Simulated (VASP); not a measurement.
# Si (Fm-3m) in VASP: notebook

The runs below take Si through single point, relaxation of cell and atoms, with PBEsol.

Program: VASP 6.6.1. These are calculated values, not measurements. Logs are shortened: lines on timing, memory, paths and dates and some standing lists are left out, and cuts for length are marked.

## 1. The cell of the first run

It takes space group Fm-3m (No. 225, cubic). Conventional cell: a = 3.828 Å, b = 3.828 Å, c = 3.828 Å, α = 90.00°, β = 90.00°, γ = 90.00°. Within 3.6 Å of Si (site symmetry m-3m) lie 12 Si at 2.71 Å.

This isn't the form of Si at room conditions, which is diamond.

## 2. Single point, PBEsol

INCAR reads:

```
PREC = Accurate
ENCUT = 500
EDIFF = 1E-6
ISMEAR = 1
SIGMA = 0.3
LREAL = F
LASPH = T
NELM = 120
ALGO = Normal
ISIF = 2
LWAVE = F
LCHARG = F
GGA = PS
NBANDS = 8
GGA_COMPAT = F
```

KPOINTS reads:

```
regular mesh
0
Gamma
  7 7 7
```

POSCAR reads:

```
Si
1.0
    0.0000000000      1.9140533740      1.9140533740
    1.9140533740      0.0000000000      1.9140533740
    1.9140533740      1.9140533740      0.0000000000
Si
1
Direct
    0.0000000000      0.0000000000      0.0000000000
```

Potentials or basis: VASP PAW PBE potentials, release 64 (Si).

The run is started by

```console
$ cat potpaw_PBE.64/Si/POTCAR > POTCAR
$ mpirun -np 1 vasp_std > vasp.out
```

OUTCAR:

```text
PREC = Accurate
   ENCUT = 500
   EDIFF = 1E-6
   ISMEAR = 1
   LREAL = F
   LASPH = T
   NELM = 120
   ISIF = 2
   GGA = PS

 ion  position               nearest neighbor table
   1  0.000  0.000  0.000-

  LATTYP: Found a face centered cubic cell.
 ALAT       =     3.8281067480

  Lattice vectors:

 A1 = (   0.0000000000,   1.9140533740,   1.9140533740)
 A2 = (   1.9140533740,   0.0000000000,   1.9140533740)
 A3 = (   1.9140533740,   1.9140533740,   0.0000000000)

Analysis of symmetry for initial positions (statically):
=====================================================================
 Subroutine PRICEL returns:
 Original cell was already a primitive cell.

 Routine SETGRP: Setting up the symmetry group for a
 face centered cubic supercell.

 Subroutine GETGRP returns: Found 48 space group operations
 (whereof 48 operations were pure point group operations)
 out of a pool of 48 trial point group operations.

The static configuration has the point symmetry O_h .

Analysis of symmetry for dynamics (positions and initial velocities):
=====================================================================
 Subroutine PRICEL returns:
 Original cell was already a primitive cell.

 Routine SETGRP: Setting up the symmetry group for a
 face centered cubic supercell.

 Subroutine GETGRP returns: Found 48 space group operations
 (whereof 48 operations were pure point group operations)
 out of a pool of 48 trial point group operations.

The dynamic configuration has the point symmetry O_h .

 Subroutine INISYM returns: Found 48 space group operations
 (whereof 48 operations are pure point group operations),
 and found     1 'primitive' translations

----------------------------------------------------------------------------------------

                                     Primitive cell

  volume of cell :      14.0247

  direct lattice vectors                    reciprocal lattice vectors
     0.000000000  1.914053374  1.914053374    -0.261225735  0.261225735  0.261225735
     1.914053374  0.000000000  1.914053374     0.261225735 -0.261225735  0.261225735
     1.914053374  1.914053374  0.000000000     0.261225735  0.261225735 -0.261225735

  length of vectors
     2.706880241  2.706880241  2.706880241     0.452456246  0.452456246  0.452456246

[... 72 lines left out ...]
   NELM   =    120;   NELMIN=  2; NELMDL= -5     # of ELM steps
   EDIFF  = 0.1E-05   stopping-criterion for ELM
   LREAL  =      F    real-space projection
   EDIFFG = 0.1E-04   stopping-criterion for IOM
   NSW    =      0    number of steps for IOM
   IBRION =     -1    ionic relax: 0-MD 1-quasi-New 2-CG
   NFREE  =      0    steps in history (QN), initial steepest desc. (CG)
   ISIF   =      2    stress and relaxation
   ISYM   =      2    0-nonsym 1-usesym 2-fastsym
   POTIM  = 0.5000    time-step for ionic-motion
   TEBEG  =    0.0;   TEEND  =   0.0 temperature during run
   PSTRESS=    0.0 pullay stress
   NELECT =       4.0000    total number of electrons
   NUPDOWN=      -1.0000    fix difference up-down
   EMIN   =  10.00;   EMAX   =-10.00  energy-range for DOS
   EFERMI =   0.00;   METHOD = LEGACY
   ISMEAR =     1;   SIGMA  =   0.30  broadening in eV -4-tet -1-fermi 0-gaus
   EFERMI_NEDOS =   21; number of points for ismear=-14 and -15
   IALGO  =     38    algorithm
   IMIX   =      4    mixing-type and parameters
     AMIX     =   0.40;   BMIX     =  1.00
     AMIX_MAG =   1.60;   BMIX_MAG =  1.00
  volume/ion in A,a.u.               =      14.02        94.64
  Fermi-wavevector in a.u.,A,eV,Ry     =   1.077616  2.036399 15.799857  1.161257
  Thomas-Fermi vector in A             =   2.213533
   LORBIT       =      0    0 simple, 1 ext, 2 COOP (PROOUT), +10 PAW based schemes
   GGA     = PS    functional components
   LHFCALC =     F    Hartree Fock is set to
   AEXX    =    0.0000 exact exchange contribution
   IVDW    =     0    specifies the selected vdW correction
   LEPSILON=     F    determine dielectric tensor
   LRPA    =     F    only Hartree local field effects (RPA)
 non-spin polarized calculation
 Methfessel and Paxton  Order N= 1 SIGMA  =   0.30
  energy-cutoff  :      500.00
  volume of cell :       14.02
 maximum number of plane-waves:       363
   NGX =  9   NGY =  9   NGZ =  9

 number of electron       4.0000000 magnetization

 Free energy of the ion-electron system (eV)
  ---------------------------------------------------
  ext. energy  EPLUGINS =         0.00000000
  ---------------------------------------------------
  free energy    TOTEN  =        -5.32779991 eV

  energy without entropy =       -5.32438140  energy(sigma->0) =       -5.32666041

 E-fermi :  10.5392     XC(G=0): -11.3709

 val. band max:       10.4371606110   @ k =   0.2857   0.0000   0.0000
 cond. band min:      10.5581621249   @ k =   0.4286   0.2857   0.0000
 fundamental gap:      0.1210015138
 Fermi energy:        10.5392087712

 k-point     1 :       0.0000    0.0000    0.0000
  band No.  band energies     occupation
      1      -4.2051      2.00000
      2      22.0490      0.00000
      3      22.0490      0.00000
      4      22.0490      0.00000
      5      22.5913      0.00000
      6      22.5913      0.00000
      7      22.5913      0.00000
      8      27.9958      0.00000
[... 199 lines left out ...]
 k-point    20 :      -0.2857    0.4286    0.1429
  band No.  band energies     occupation
      1       6.0049      2.00000
      2       6.9278      2.00000
      3       7.9962      2.00000
      4      11.5040     -0.00005
      5      22.0326      0.00000
      6      26.4948      0.00000
      7      27.8551      0.00000
      8      29.1745      0.00000

------------------------ aborting loop because EDIFF is reached ----------------------------------------

  FORCE on cell =-STRESS in cart. coord.  units (eV):
  Direction    XX          YY          ZZ          XY          YZ          ZX
  --------------------------------------------------------------------------------------
  -------------------------------------------------------------------------------------
  Total        0.0210344      0.0210344      0.0210344     -0.0000000      0.0000000     -0.0000000
  in kB        2.4029761      2.4029761      2.4029761     -0.0000000      0.0000000     -0.0000000
  external PRESSURE =       2.4029761 kB  Pullay stress =       0.0000000 kB

 VOLUME and BASIS-vectors are now :
 -----------------------------------------------------------------------------
  energy-cutoff  :      500.00
  volume of cell :       14.02
      direct lattice vectors                 reciprocal lattice vectors
     0.000000000  1.914053374  1.914053374    -0.261225735  0.261225735  0.261225735
     1.914053374  0.000000000  1.914053374     0.261225735 -0.261225735  0.261225735
     1.914053374  1.914053374  0.000000000     0.261225735  0.261225735 -0.261225735

 POSITION                                       TOTAL-FORCE (eV/Angst)
 -----------------------------------------------------------------------------------
      0.00000      0.00000      0.00000         0.000000      0.000000      0.000000
 -----------------------------------------------------------------------------------
    total drift:                                0.000000      0.000000     -0.000000

  FREE ENERGIE OF THE ION-ELECTRON SYSTEM (eV)
  ---------------------------------------------------
  free  energy   TOTEN  =        -5.3277999109 eV

  energy  without entropy=       -5.3243814014  energy(sigma->0) =       -5.32666041
```

Run time: 2.3 s. Hardware: 1 thread of Intel Xeon Platinum 8375C at 2.90GHz (Ice Lake), shared host; peak memory 0.11 GiB.

Results:

- Free energy: -5.3278 eV
- Pressure: 0.2 GPa
- Band gap on the k mesh: zero (bands 2 and 3 overlap by 14.05 eV)

Caveat: the k points lie up to 0.41 Å⁻¹ apart, too coarse for converged energies and pressures of a metal; so wide a smearing shifts energies and pressures; the PAW data sets were made with another functional, which shifts forces and pressure a little.

## 3. Relaxation of cell and atoms, PBEsol

This run uses another cell than the first one, of 9.31 Å³/atom.

INCAR reads:

```
PREC = Accurate
ENCUT = 500
EDIFF = 1E-7
ISMEAR = 1
SIGMA = 0.3
LREAL = F
LASPH = T
NELM = 120
ALGO = Normal
ISIF = 3
LWAVE = F
LCHARG = F
GGA = PS
IBRION = 2
NSW = 80
EDIFFG = -0.01
GGA_COMPAT = F
NELMIN = 4
```

KPOINTS is that of step 2.

POSCAR reads:

```
Si
1.0
    0.0000000000      1.6700000000      1.6700000000
    1.6700000000      0.0000000000      1.6700000000
    1.6700000000      1.6700000000      0.0000000000
Si
1
Direct
    0.0000000000      0.0000000000      0.0000000000
```

Potentials or basis: VASP PAW PBE potentials, release 64 (Si).

The run is started by

```console
$ cat potpaw_PBE.64/Si/POTCAR > POTCAR
$ mpirun -np 1 vasp_std > vasp.out
```

It took 4.9 s on 1 thread of Intel Xeon Platinum 8375C at 2.90GHz (Ice Lake), shared host; peak memory 0.11 GiB.

Results (log left out):

- Free energy: -5.3268 eV
- Relaxed volume: 14.06 Å³/atom
- Relaxed cell: a = 2.709 Å, b = 2.709 Å, c = 2.709 Å, α = 60.00°, β = 60.00°, γ = 60.00°
- Space group after relaxing (to 0.1 Å): Fm-3m (No. 225)
- Energy gained by relaxing: 934.3 meV/atom
- Ionic steps: 5
- Pressure after relaxing: 0.0 GPa
- Band gap on the k mesh: zero (bands 2 and 3 overlap by 14.02 eV)

The path:
```
step  energy change (eV)  largest force (eV/Å)  pressure (GPa)  volume (Å³)
   1              0.0000                0.0000           92.69         9.31
   2             -0.6732                0.0000          -13.97        18.63
   3             -0.9340                0.0000            0.80        13.94
   4             -0.9342                0.0000           -0.34        14.11
   5             -0.9343                0.0000            0.01        14.06
```

Final structure:
```
Si
1.0
     0.00000    1.91550    1.91550
     1.91550    0.00000    1.91550
     1.91550    1.91550    0.00000
Si
1
Direct
  0.00000 0.00000 0.00000
```

Levels at points of the mesh, in eV from the Fermi level:
| k point | band 1 | band 2 | band 3 | band 4 | band 5 |
| --- | --- | --- | --- | --- | --- |
| (0.00, 0.00, 0.00) | -14.72 | 11.48 | 11.48 | 12.05 | 12.05 |

Caveat: the k points lie up to 0.41 Å⁻¹ apart in the final cell, too coarse for converged energies and pressures of a metal; the volume moved by over 15 % at a fixed basis, so the end points are rough; so wide a smearing shifts energies and pressures; the PAW data sets were made with another functional, which shifts forces and pressure a little. Zero-point motion and thermal expansion aren't in these numbers.

The gap in the log of VASP goes by the Fermi energy; the results here count the filled bands.